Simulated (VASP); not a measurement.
Input of a VASP 6.6.1 run:

Contents of INCAR:

```
  PREC = Accurate
  ENCUT = 520
  EDIFF = 1E-6
  ISMEAR = -1
  SIGMA = 0.1
  LREAL = F
  LASPH = T
  NELM = 100
  ALGO = Normal
  ISIF = 2
  LWAVE = F
  LCHARG = F
  GGA = CA
  NBANDS = 11
```

The input KPOINTS:

```
regular mesh
0
Gamma
  11 11 11
```

POSCAR

```
Ca
1.0
    3.4133353610      0.0000000000      0.0000000000
    0.0000000000      3.4133353610      0.0000000000
    0.0000000000      0.0000000000      3.4133353610
Ca
1
Direct
    0.0000000000      0.0000000000      0.0000000000
```

Potentials or basis: VASP PAW LDA potentials, release 64 (Ca_sv).

The run is started by

```bash
$ cat potpaw_LDA.64/Ca_sv/POTCAR > POTCAR
$ mpirun -np 1 vasp_std > vasp.out
```

(1) Estimate the pressure.

(2) Predict the band gap on the k mesh.

Results:

(1) -0.5 GPa.

(2) zero (bands 5 and 6 overlap by 0.72 eV).
